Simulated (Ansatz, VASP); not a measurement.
## CaSe: VASP beside Ansatz

File INCAR:

```
ALGO = Normal ; EDIFF = 1E-7
ENCUT = 520 ; GGA = PE
ISIF = 2 ; ISMEAR = 0
LASPH = True ; LCHARG = False
LREAL = False ; LWAVE = False
NBANDS = 15 ; NELM = 60
PREC = Accurate ; SIGMA = 0.05
```

The input KPOINTS:

```
k-points
0
Gamma
  6 6 6
```

File POSCAR:

```
CaSe
1.0
    0.0000000000      3.3000000000      3.1680000000
    3.3000000000      0.0000000000      3.1680000000
    3.3000000000      3.3000000000      0.0000000000
Ca Se
1 1
Direct
    0.0000000000      0.0000000000      0.0000000000
    0.7500000000      0.7500000000      0.7500000000
```

Input for Ansatz:

```yaml
crystal:
  lattice:
    - [0.0, 3.3, 3.168]
    - [3.3, 0.0, 3.168]
    - [3.3, 3.3, 0.0]
  atoms:
    - { symbol: Ca, position: [0.0, 0.0, 0.0] }
    - { symbol: Se, position: [0.75, 0.75, 0.75] }
basis:
  ecutwfc: 420
kpoints:
  mp_grid: { grid: [6, 6, 6] }
hamiltonian:
  xc: pbe
scf:
  occupations: { method: gaussian, width: 0.05 }
output:
  forces: true
  stress: true
  eigenvalues: true
```

Change from the starting cell: strain +0.000 along x and y, -0.040 along z, atoms carried along.

Alike in both runs: task single point; functional PBE; k mesh 6 × 6 × 6; occupations gaussian, width 0.05 eV; no spin polarisation.

|  | VASP | Ansatz |
| --- | --- | --- |
| version | VASP 6.6.1 | Ansatz 0.2.0 |
| potentials or method | VASP PAW PBE potentials, release 64 (Ca_sv, Se), cutoff 520 eV | scalar-relativistic, plane waves, PAW |
| valence electrons in the cell | 16 | 26 |

VASP gave:

- gap on the k mesh at the Fermi level (eV): 3.23
- least direct gap on the mesh (eV): 3.34
- pressure (GPa): 1.3

Problem. Which values does Ansatz return?

Solution. gap on the k mesh at the Fermi level (eV): 3.23; least direct gap on the mesh (eV): 3.34; pressure (GPa): 1.2.

VASP's potentials hold 16 valence electrons a cell and Ansatz's 26, so a difference there can come from the potentials and not from the codes.
